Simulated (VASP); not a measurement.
Write the native input for VASP 6.6.1 that does the following.

```
Task                   : single point
Functional             : LDA
Potentials or basis    : VASP PAW LDA potentials, release 64 (Ca_sv, O)
Cutoff                 : 520 eV
k mesh                 : 6 × 6 × 6
Occupations            : gaussian, width 0.1 eV
Spin                   : no spin polarisation
Dipole correction      : no
Further INCAR settings : ALGO = Normal; EDIFF = 1e-07; NBANDS = 15
```

The structure of CaO (ke600) lies in POSCAR:

```
CaO
1.0
    0.0000000000      2.4535000000      2.4535000000
    2.4535000000      0.0000000000      2.4535000000
    2.4535000000      2.4535000000      0.0000000000
Ca O
1 1
Direct
    0.0000000000      0.0000000000      0.0000000000
    0.5000000000      0.5000000000      0.5000000000
```

These files were run (other wordings do the same):

INCAR

```
SYSTEM = CaO
ALGO = Normal ; EDIFF = 1E-7
ENCUT = 520 ; GGA = CA
ISIF = 2 ; ISMEAR = 0
LASPH = .TRUE. ; LCHARG = .FALSE.
LREAL = .FALSE. ; LWAVE = .FALSE.
NBANDS = 15 ; NELM = 80
PREC = Accurate ; SIGMA = 0.1
```

KPOINTS

```
k-points
0
G
  6 6 6
  0 0 0
```

Potentials or basis: VASP PAW LDA potentials, release 64 (Ca_sv, O).

Command:

```console
$ cat potpaw_LDA.64/Ca_sv/POTCAR potpaw_LDA.64/O/POTCAR > POTCAR
$ mpirun -np 1 vasp_std > vasp.out
```

It gave:

```json
{"Pressure": "-11.6 GPa", "Band gap on the k mesh": "3.48 eV, indirect (least direct gap 3.87 eV)"}
```

Run time: 6 s on 1 thread of Intel(R) Xeon(R) Platinum 8559C (Emerald Rapids), with other jobs on the host, peak memory 0.14 GiB.
